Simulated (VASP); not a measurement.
Write the native input for VASP 6.6.1 that does the following.

```
Task                   : single point
Functional             : LDA
Potentials or basis    : VASP PAW LDA potentials, release 64 (Ba_sv, Hg_sv_GW)
Cutoff                 : 500 eV
k mesh                 : 10 × 10 × 10
Occupations            : fermi-dirac, width 0.05 eV
Spin                   : no spin polarisation
Dipole correction      : no
Further INCAR settings : ALGO = Normal; EDIFF = 1e-06; NBANDS = 22
```

The structure of BaHg lies in POSCAR:

```
BaHg
1.0
    3.6458906512      0.0000000000      0.0000000000
    0.0000000000      3.6458906512      0.0000000000
    0.0000000000      0.0000000000      3.6458906512
Ba Hg
1 1
Direct
    0.0000000000      0.0000000000      0.0000000000
    0.5000000000      0.5000000000      0.5000000000
```

The input as run:

INCAR

```
SYSTEM = BaHg
PREC = Accurate ; ENCUT = 500
EDIFF = 1E-6 ; ISMEAR = -1
SIGMA = 0.05 ; LREAL = .False.
LASPH = .True. ; NELM = 120
ALGO = Normal ; ISIF = 2
LWAVE = .False. ; LCHARG = .True.
LELF = .True. ; LVHAR = .True.
NBANDS = 22 ; GGA_COMPAT = .False.
```

KPOINTS

```
regular mesh
0
Gamma
  10 10 10
  0 0 0
```

Potentials or basis: VASP PAW LDA potentials, release 64 (Ba_sv, Hg_sv_GW).

Run with:

```console
$ cat potpaw_LDA.64/Ba_sv/POTCAR potpaw_LDA.64/Hg_sv_GW/POTCAR > POTCAR
$ mpirun -np 1 vasp_std > vasp.out
```

It gave:

| Item | Value |
| --- | --- |
| Pressure | 21.5 GPa |
| Band gap on the k mesh | zero (bands 15 and 16 overlap by 4.07 eV) |

Caveat: the cell stands under pressure; spin-orbit coupling is left out, which moves the levels of the heavy elements.

Wall time 26 s on 1 thread of AMD EPYC 9R45 96-Core Processor (Zen 5), on a shared host, peak memory 0.17 GiB.
